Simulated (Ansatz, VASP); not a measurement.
Two plane-wave programs on KI

```
CELL_PARAMETERS angstrom
0.00000 3.52455 3.52455
3.52455 0.00000 3.52455
3.52455 3.52455 0.00000
ATOMIC_POSITIONS crystal
K 0.00000 0.00000 0.00000
I 0.49291 0.49291 0.50709
```

Change from the starting cell: all I atoms moved +0.050 Å, as atom 2 towards its neighbour atom 1 (K) at 3.525 Å.

Alike in both runs: task single point; functional PBE; k mesh 6 × 6 × 6; occupations gaussian, width 0.05 eV; no spin polarisation.

|  | VASP | Ansatz |
| --- | --- | --- |
| version | VASP 6.6.1 | Ansatz 0.2.0 |
| potentials or method | VASP PAW PBE potentials, release 64 (K_sv, I), cutoff 520 eV | scalar-relativistic, plane waves, PAW |
| valence electrons in the cell | 16 | 26 |

|  | VASP | Ansatz | Ansatz less VASP |
| --- | --- | --- | --- |
| gap on the k mesh at the Fermi level (eV) | 3.98 | 3.98 | +0.004 |
| least direct gap on the mesh (eV) | 3.98 | 3.98 | +0.004 |
| pressure (GPa) | 0.7 | 0.7 | -0.03 |
| rms of the force components (eV/Å) | 0.033 | 0.032 | -0.0003 |

Atom by atom the forces differ by 0.000 eV/Å (rms over components). The functional is the same, so the differences come from potentials, cutoffs and numerics. VASP's potentials hold 16 valence electrons a cell and Ansatz's 26, so a difference there can come from the potentials and not from the codes.

Spin-orbit coupling is off throughout.
